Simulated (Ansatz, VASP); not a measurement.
**Li: VASP beside Ansatz**

```
Li
1.0
     1.54531    0.89219    7.56292
    -1.54531    0.89219    7.56292
     0.00000   -1.78437    7.56292
Li
3
Direct
  0.00000 0.00000 0.00000
  0.22200 0.22200 0.22200
  0.77800 0.77800 0.77800
```

Change from the starting cell: volume scaled by 0.99, PAW files.

Alike in both runs: task electric field gradients; functional LDA; k mesh 12 × 12 × 12; occupations fermi-dirac, width 0.08 eV; no spin polarisation.

|  | VASP | Ansatz |
| --- | --- | --- |
| version | VASP 6.6.1 | Ansatz 0.2.0 |
| potentials or method | VASP PAW LDA potentials, release 64 (Li_sv) | PAW with Ansatz's default frozen-core files, scalar-relativistic |
| plane-wave cutoff (eV) | 520 | 420 |
| valence electrons in the cell | 9 | 9 |

```csv
,VASP,Ansatz,Ansatz less VASP
rms of the force components (eV/Å),0.004,0.004,-0.0002
```

LDA's correlation is that of Perdew and Zunger in VASP and of Perdew and Wang (1992) in Ansatz. Atom by atom the forces differ by 0.000 eV/Å (rms over components).

Noted on VASP's run: the cutoff is short for stress, so the pressure is rough.
